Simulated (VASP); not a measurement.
# Si in VASP: a series of runs

The runs below take Si through single point, with PBE+D3(BJ).

Everything below comes from runs of VASP 6.6.1. Logs are shortened: lines on timing, memory, paths and dates and some standing lists are left out, and cuts for length are marked.

## (1) The cell of the first run

The cell holds a slab with vacuum, 4 atoms: a = 3.847 Å, b = 3.847 Å, c = 18.445 Å, α = 90.00°, β = 90.00°, γ = 120.00°.

## (2) Single point, PBE+D3(BJ)

INCAR

```
SYSTEM = Si
ALGO = Normal ; DIPOL = 0.5 0.5 0.364
EDIFF = 1E-7 ; ENCUT = 520
GGA = PE ; IDIPOL = 3
ISIF = 2 ; ISMEAR = 0
IVDW = 12 ; LASPH = .TRUE.
LCHARG = .TRUE. ; LDIPOL = .TRUE.
LELF = .TRUE. ; LREAL = .FALSE.
LVACPOTAV = .TRUE. ; LVHAR = .TRUE.
LWAVE = .FALSE. ; NBANDS = 16
NELM = 60 ; PREC = Accurate
SIGMA = 0.1
```

KPOINTS

```
k-points
0
G
  9 9 1
  0 0 0
```

POSCAR

```
Si
1.0
    3.8472023583      0.0000000000      0.0000000000
   -1.9236011791      3.3317749758      0.0000000000
    0.0000000000      0.0000000000     18.4446971457
Si
4
Direct
    0.3333333333      0.6666666667      0.2695814701
    0.6666666667      0.3333333333      0.2439725610
    0.0000000000      1.0000000000      0.4849468156
    0.3333333333      0.6666666667      0.4593379065
```

Potentials or basis: VASP PAW PBE potentials, release 64 (Si).

Command:

```sh
$ cat potpaw_PBE.64/Si/POTCAR > POTCAR
$ mpirun -np 1 vasp_std > vasp.out
```

OUTCAR:

```text
SYSTEM = Si
   EDIFF = 1E-7
   ENCUT = 520
   GGA = PE
   ISIF = 2
   ISMEAR = 0
   IVDW = 12
   LASPH = .TRUE.
   LREAL = .FALSE.
   NELM = 60
   PREC = Accurate
 IVDW          = 12

 ion  position               nearest neighbor table
   1  0.333  0.667  0.270-   2 2.27   2 2.27   2 2.27
   2  0.667  0.333  0.244-   1 2.27   1 2.27   1 2.27
   3  0.000  0.000  0.485-   4 2.27   4 2.27   4 2.27
   4  0.333  0.667  0.459-   3 2.27   3 2.27   3 2.27

  LATTYP: Found a hexagonal cell.
 ALAT       =     3.8472023583
 C/A-ratio  =     4.7943142647

  Lattice vectors:

 A1 = (   3.8472023583,   0.0000000000,   0.0000000000)
 A2 = (  -1.9236011791,   3.3317749758,   0.0000000000)
 A3 = (   0.0000000000,   0.0000000000,  18.4446971457)

Analysis of symmetry for initial positions (statically):
=====================================================================
 Subroutine PRICEL returns:
 Original cell was already a primitive cell.

 Routine SETGRP: Setting up the symmetry group for a
 hexagonal supercell.

 Subroutine GETGRP returns: Found 12 space group operations
 (whereof  6 operations were pure point group operations)
 out of a pool of 24 trial point group operations.

The static configuration has the point symmetry C_3v.
 The point group associated with its full space group is D_3d.

Analysis of symmetry for dynamics (positions and initial velocities):
=====================================================================
 Subroutine PRICEL returns:
 Original cell was already a primitive cell.

 Routine SETGRP: Setting up the symmetry group for a
 hexagonal supercell.

 Subroutine GETGRP returns: Found 12 space group operations
 (whereof  6 operations were pure point group operations)
 out of a pool of 24 trial point group operations.

The dynamic configuration has the point symmetry C_3v.
 The point group associated with its full space group is D_3d.

 Subroutine INISYM returns: Found 12 space group operations
 (whereof  6 operations are pure point group operations),
 and found     1 'primitive' translations

----------------------------------------------------------------------------------------

                                     Primitive cell

  volume of cell :     236.4244

  direct lattice vectors                    reciprocal lattice vectors
     3.847202358  0.000000000  0.000000000     0.259929140  0.150070159  0.000000000
    -1.923601179  3.331774976  0.000000000     0.000000000  0.300140318  0.000000000
     0.000000000  0.000000000 18.444697146     0.000000000  0.000000000  0.054216125

  length of vectors
     3.847202358  3.847202358 18.444697146     0.300140318  0.300140318  0.054216125

  position of ions in fractional coordinates (direct lattice)
     0.333333333  0.666666667  0.269581470
     0.666666667  0.333333333  0.243972561
     0.000000000  0.000000000  0.484946816
     0.333333333  0.666666667  0.459337906

  ion indices of the primitive-cell ions
   primitive index   ion index
                 1           1
                 2           2
                 3           3
                 4           4

----------------------------------------------------------------------------------------

 KPOINTS: k-points

Automatic generation of k-mesh.
 Grid dimensions read from file:
 generate k-points for:    9    9    1

 Generating k-lattice:

  Cartesian coordinates                     Fractional coordinates (reciprocal lattice)
     0.028881016  0.016674462  0.000000000     0.111111111 -0.000000000  0.000000000
     0.000000000  0.033348924  0.000000000     0.000000000  0.111111111  0.000000000
     0.000000000  0.000000000  0.054216125     0.000000000  0.000000000  1.000000000

  Length of vectors
     0.033348924  0.033348924  0.054216125

  Shift w.r.t. Gamma in fractional coordinates (k-lattice)
     0.000000000  0.000000000  0.000000000

 Subroutine IBZKPT returns following result:
 ===========================================

 Found     12 irreducible k-points:

 Following reciprocal coordinates:
            Coordinates               Weight
  0.000000  0.000000  0.000000      1.000000
  0.111111  0.000000  0.000000      6.000000
  0.222222 -0.000000  0.000000      6.000000
  0.333333 -0.000000  0.000000      6.000000
  0.444444 -0.000000  0.000000      6.000000
  0.111111  0.111111  0.000000      6.000000
  0.222222  0.111111  0.000000     12.000000
  0.333333  0.111111  0.000000     12.000000
  0.444444  0.111111  0.000000      6.000000
  0.222222  0.222222  0.000000      6.000000
  0.333333  0.222222  0.000000     12.000000
  0.333333  0.333333  0.000000      2.000000
   k-points           NKPTS =     12   k-points in BZ     NKDIM =     12   number of bands    NBANDS=     16
   number of dos      NEDOS =    301   number of ions     NIONS =      4
   total plane-waves  NPLWV = 126000
   dimension x,y,z NGX =    30 NGY =   30 NGZ =  140
   dimension x,y,z NGXF=    60 NGYF=   60 NGZF=  280
   ions per type =               4
   NGX,Y,Z   is equivalent  to a cutoff of  12.96, 12.96, 12.62 a.u.
   NGXF,Y,Z  is equivalent  to a cutoff of  25.93, 25.93, 25.24 a.u.
 SYSTEM =  Si
   PREC   = accura    normal or accurate (medium, high low for compatibility)
   ISTART =      0    job   : 0-new  1-cont  2-samecut
   ICHARG =      2    charge: 1-file 2-atom 10-const
   ISPIN  =      1    spin polarized calculation?
   LNONCOLLINEAR =      F non collinear calculations
   LSORBIT =      F    spin-orbit coupling
   LASPH  =      T    aspherical Exc in radial PAW
   ENCUT  =  520.0 eV  38.22 Ry    6.18 a.u.   7.15  7.15 34.29*2*pi/ulx,y,z
   NELM   =     60;   NELMIN=  2; NELMDL= -5     # of ELM steps
   EDIFF  = 0.1E-06   stopping-criterion for ELM
   LREAL  =      F    real-space projection
   EDIFFG = 0.1E-05   stopping-criterion for IOM
   NSW    =      0    number of steps for IOM
   IBRION =     -1    ionic relax: 0-MD 1-quasi-New 2-CG
   NFREE  =      0    steps in history (QN), initial steepest desc. (CG)
   ISIF   =      2    stress and relaxation
   ISYM   =      2    0-nonsym 1-usesym 2-fastsym
   POTIM  = 0.5000    time-step for ionic-motion
   TEBEG  =    0.0;   TEEND  =   0.0 temperature during run
   PSTRESS=    0.0 pullay stress
   NELECT =      16.0000    total number of electrons
   NUPDOWN=      -1.0000    fix difference up-down
   EMIN   =  10.00;   EMAX   =-10.00  energy-range for DOS
   EFERMI =   0.00;   METHOD = LEGACY
   ISMEAR =     0;   SIGMA  =   0.10  broadening in eV -4-tet -1-fermi 0-gaus
   EFERMI_NEDOS =   21; number of points for ismear=-14 and -15
   IALGO  =     38    algorithm
   IMIX   =      4    mixing-type and parameters
     AMIX     =   0.40;   BMIX     =  1.00
     AMIX_MAG =   1.60;   BMIX_MAG =  1.00
  volume/ion in A,a.u.               =      59.11       398.87
  Fermi-wavevector in a.u.,A,eV,Ry     =   0.667141  1.260713  6.055636  0.445077
  Thomas-Fermi vector in A             =   1.741657
   LORBIT       =      0    0 simple, 1 ext, 2 COOP (PROOUT), +10 PAW based schemes
   GGA     = PE    functional components
   LHFCALC =     F    Hartree Fock is set to
   AEXX    =    0.0000 exact exchange contribution
   IVDW    =    12    specifies the selected vdW correction
   LEPSILON=     F    determine dielectric tensor
   LRPA    =     F    only Hartree local field effects (RPA)
 non-spin polarized calculation
 Gauss-broadening in eV      SIGMA  =   0.10
  energy-cutoff  :      520.00
  volume of cell :      236.42
 maximum number of plane-waves:      6399
 NGX is ok and might be reduce to    30
   NGX = 15   NGY = 15   NGZ = 69

 dipolmoment           0.000000      0.000000      0.000415 electrons x Angstroem

 number of electron      16.0000002 magnetization

 dipolmoment           0.000000      0.000000     -0.000001 electrons x Angstroem

 Free energy of the ion-electron system (eV)
  ---------------------------------------------------
  ext. energy  EPLUGINS =         0.00000000
  ---------------------------------------------------
  free energy    TOTEN  =       -19.29454041 eV

  energy without entropy =      -19.29175341  energy(sigma->0) =      -19.29314691

 E-fermi :  -1.0525     XC(G=0):  -4.1474

 val. band max:       -1.0524790557   @ k =   0.3333   0.3333   0.0000
 cond. band min:      -0.6674148543   @ k =   0.3333   0.2222   0.0000
 fundamental gap:      0.3850642014
 Fermi energy:        -1.0524762901

 k-point     1 :       0.0000    0.0000    0.0000
  band No.  band energies     occupation
      1     -12.2584      2.00000
      2     -12.0244      2.00000
      3      -4.9602      2.00000
      4      -3.4845      2.00000
      5      -2.2609      2.00000
      6      -2.2609      2.00000
[... 8 lines left out ...]
     15       2.0099      0.00000
     16       2.8405      0.00000

 k-point     2 :       0.1111    0.0000    0.0000
  band No.  band energies     occupation
      1     -12.1125      2.00000
      2     -11.8793      2.00000
      3      -4.8552      2.00000
      4      -3.4841      2.00000
      5      -3.2443      2.00000
      6      -3.0398      2.00000
[... 8 lines left out ...]
     15       2.5644      0.00000
     16       2.9646      0.00000

 k-point     3 :       0.2222   -0.0000    0.0000
  band No.  band energies     occupation
      1     -11.6808      2.00000
      2     -11.4502      2.00000
      3      -5.2178      2.00000
      4      -4.9473      2.00000
      5      -4.1784      2.00000
      6      -3.0129      2.00000
[... 8 lines left out ...]
     15       3.8586      0.00000
     16       3.8807      0.00000

 k-point     4 :       0.3333   -0.0000    0.0000
  band No.  band energies     occupation
      1     -10.9900      2.00000
      2     -10.7663      2.00000
      3      -6.7653      2.00000
      4      -6.5789      2.00000
      5      -3.6296      2.00000
      6      -3.4347      2.00000
[... 8 lines left out ...]
     15       4.9466      0.00000
     16       5.1379      0.00000

 k-point     5 :       0.4444   -0.0000    0.0000
  band No.  band energies     occupation
      1     -10.1759      2.00000
      2      -9.9860      2.00000
      3      -8.0242      2.00000
      4      -7.9017      2.00000
      5      -3.6641      2.00000
      6      -3.5223      2.00000
[... 8 lines left out ...]
     15       5.0246      0.00000
     16       5.5585      0.00000

 k-point     6 :       0.1111    0.1111    0.0000
  band No.  band energies     occupation
      1     -11.8235      2.00000
      2     -11.5919      2.00000
      3      -4.8790      2.00000
      4      -4.4189      2.00000
      5      -4.1062      2.00000
      6      -3.0606      2.00000
[... 8 lines left out ...]
     15       3.6395      0.00000
     16       3.9432      0.00000

 k-point     7 :       0.2222    0.1111    0.0000
  band No.  band energies     occupation
      1     -11.2587      2.00000
      2     -11.0312      2.00000
      3      -6.0862      2.00000
      4      -5.8930      2.00000
      5      -3.8743      2.00000
      6      -3.7130      2.00000
[... 8 lines left out ...]
     15       3.7077      0.00000
     16       4.0776      0.00000

 k-point     8 :       0.3333    0.1111    0.0000
  band No.  band energies     occupation
      1     -10.4708      2.00000
      2     -10.2565      2.00000
      3      -7.4913      2.00000
      4      -7.3262      2.00000
      5      -4.1656      2.00000
      6      -4.0437      2.00000
[... 8 lines left out ...]
     15       4.6427      0.00000
     16       5.2894      0.00000

 k-point     9 :       0.4444    0.1111    0.0000
  band No.  band energies     occupation
      1      -9.8548      2.00000
      2      -9.6976      2.00000
      3      -8.2313      2.00000
      4      -8.2162      2.00000
      5      -4.3132      2.00000
      6      -4.1837      2.00000
[... 8 lines left out ...]
     15       4.9436      0.00000
     16       5.5122      0.00000

 k-point    10 :       0.2222    0.2222    0.0000
  band No.  band energies     occupation
      1     -10.5808      2.00000
      2     -10.3603      2.00000
      3      -7.1287      2.00000
      4      -6.9638      2.00000
      5      -4.6216      2.00000
      6      -4.5615      2.00000
[... 8 lines left out ...]
     15       3.7677      0.00000
     16       3.8079      0.00000

 k-point    11 :       0.3333    0.2222    0.0000
  band No.  band energies     occupation
      1      -9.7504      2.00000
      2      -9.5556      2.00000
      3      -8.1671      2.00000
      4      -8.0300      2.00000
      5      -5.1237      2.00000
      6      -5.0511      2.00000
[... 8 lines left out ...]
     15       4.8138      0.00000
     16       5.0575      0.00000

 k-point    12 :       0.3333    0.3333    0.0000
  band No.  band energies     occupation
      1      -9.0227      2.00000
      2      -8.8294      2.00000
      3      -8.8294      2.00000
      4      -8.7125      2.00000
      5      -5.4994      2.00000
      6      -5.4994      2.00000
[... 8 lines left out ...]
     15       5.0081      0.00000
     16       5.3846      0.00000

------------------------ aborting loop because EDIFF is reached ----------------------------------------

 Edisp (eV)   -1.04205

 E8    (eV) :    -0.4450

  FORCE on cell =-STRESS in cart. coord.  units (eV):
  Direction    XX          YY          ZZ          XY          YZ          ZX
  --------------------------------------------------------------------------------------
  -------------------------------------------------------------------------------------
  Total       0.02772     0.02772    -1.47863     0.00000     0.00000     0.00000
  in kB       0.18785     0.18785   -10.02023     0.00000     0.00000     0.00000
  external pressure =       -3.21 kB  Pullay stress =        0.00 kB

 VOLUME and BASIS-vectors are now :
 -----------------------------------------------------------------------------
  energy-cutoff  :      520.00
  volume of cell :      236.42
      direct lattice vectors                 reciprocal lattice vectors
     3.847202358  0.000000000  0.000000000     0.259929140  0.150070159  0.000000000
    -1.923601179  3.331774976  0.000000000     0.000000000  0.300140318  0.000000000
     0.000000000  0.000000000 18.444697146     0.000000000  0.000000000  0.054216125

 POSITION                                       TOTAL-FORCE (eV/Angst)
 -----------------------------------------------------------------------------------
     -0.00000      2.22118      4.97235        -0.000000     -0.000000      0.456561
      1.92360      1.11059      4.50000         0.000000     -0.000000     -0.031678
      0.00000      0.00000      8.94470         0.000000      0.000000      0.031678
     -0.00000      2.22118      8.47235        -0.000000      0.000000     -0.456561
 -----------------------------------------------------------------------------------
    total drift:                                0.000000     -0.000000     -0.000015

  FREE ENERGIE OF THE ION-ELECTRON SYSTEM (eV)
  ---------------------------------------------------
  free  energy   TOTEN  =       -20.3365900961 eV

  energy  without entropy=      -20.3338031034  energy(sigma->0) =      -20.33519660

 vacuum level on the upper side and lower side of the slab         3.619         3.619
```

Run time: 52 s. Hardware: 1 thread of Intel Xeon 6975P-C (Granite Rapids), shared host; peak memory 0.35 GiB.

What came out:

* Free energy: -20.3366 eV
* Largest force: 0.457 eV/Å
* Band gap on the k mesh: zero (filled and empty bands touch)
* Dispersion energy per atom: -0.261 eV

Forces on the atoms (eV/Å):
```
Si   0.000  0.000  0.457
Si   0.000  0.000 -0.032
Si   0.000  0.000  0.032
Si   0.000  0.000 -0.457
```

## (3) Single point, PBE+D3(BJ)

INCAR

```
PREC = Accurate
ENCUT = 520
EDIFF = 1E-6
ISMEAR = 0
SIGMA = 0.1
LREAL = False
LASPH = True
NELM = 100
ALGO = Normal
ISIF = 2
LWAVE = False
LCHARG = True
LDIPOL = True
IDIPOL = 3
DIPOL = 0.5 0.5 0.379
GGA = PE
IVDW = 12
LELF = True
LVHAR = True
LVACPOTAV = True
NBANDS = 16
```

KPOINTS

```
regular mesh
0
Gamma
  9 9 1
```

Changes to POSCAR since step 2:

```diff
@@ -10,3 +10,3 @@
     0.6666666667      0.3333333333      0.2439725610
-    0.0000000000      1.0000000000      0.4849468156
-    0.3333333333      0.6666666667      0.4593379065
+    0.0000000000      1.0000000000      0.5131392004
+    0.3333333333      0.6666666667      0.4875302913
```

Potentials or basis: VASP PAW PBE potentials, release 64 (Si).

Command:

```sh
$ cat potpaw_PBE.64/Si/POTCAR > POTCAR
$ mpirun -np 1 vasp_std > vasp.out
```

It took 50 s on 1 thread of Intel Xeon 6975P-C (Granite Rapids), shared host; peak memory 0.34 GiB.

Results (log left out):

- Free energy: -20.1592 eV
- Largest force: 0.229 eV/Å
- Band gap on the k mesh: zero (filled and empty bands touch)
- Dispersion energy per atom: -0.240 eV

Forces in eV/Å, atoms in the order of the input:
```
Si   0.000  0.000  0.229
Si   0.000  0.000  0.033
Si   0.000  0.000 -0.033
Si   0.000  0.000 -0.229
```

Levels at points of the mesh, in eV from the Fermi level:
| k point | band 4 | band 5 | band 6 | band 7 | band 8 | band 9 | band 10 | band 11 | band 12 | band 13 |
| --- | --- | --- | --- | --- | --- | --- | --- | --- | --- | --- |
| (0.00, 0.00, 0.00) | -2.78 | -1.19 | -1.19 | -1.17 | -1.17 | 2.01 | 2.10 | 2.18 | 3.05 | 3.05 |
